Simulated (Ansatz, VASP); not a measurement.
## One calculation of WS2, two programs

```
W S
1.0
     1.59391    0.92024    7.53955
    -1.59391    0.92024    7.53955
     0.00000   -1.84048    7.53955
W S
1 2
Direct
  0.99978 0.99978 0.99978
  0.40257 0.40257 0.40257
  0.26365 0.26365 0.26365
```

Alike in both runs: functional PBE; k mesh 12 × 12 × 12; occupations gaussian, width 0.02 eV; no spin polarisation.

Ansatz relaxed the structure, and its values are those at the end. VASP's run is a single point on that final structure, the one shown.

|  | VASP | Ansatz |
| --- | --- | --- |
| version | VASP 6.6.1 | Ansatz 0.2.0 |
| potentials or method | VASP PAW PBE potentials, release 64 (W_sv, S), cutoff 520 eV | scalar-relativistic, plane waves, PAW |
| valence electrons in the cell | 26 | 26 |

```csv
,VASP,Ansatz,Ansatz less VASP
gap on the k mesh at the Fermi level (eV),1.66,1.65,-0.014
least direct gap on the mesh (eV),1.81,1.81,-0.003
pressure (GPa),0.0,0.0,+0.04
```

The functional is the same, so the differences come from potentials, cutoffs and numerics.

Neither program's run includes spin-orbit coupling.
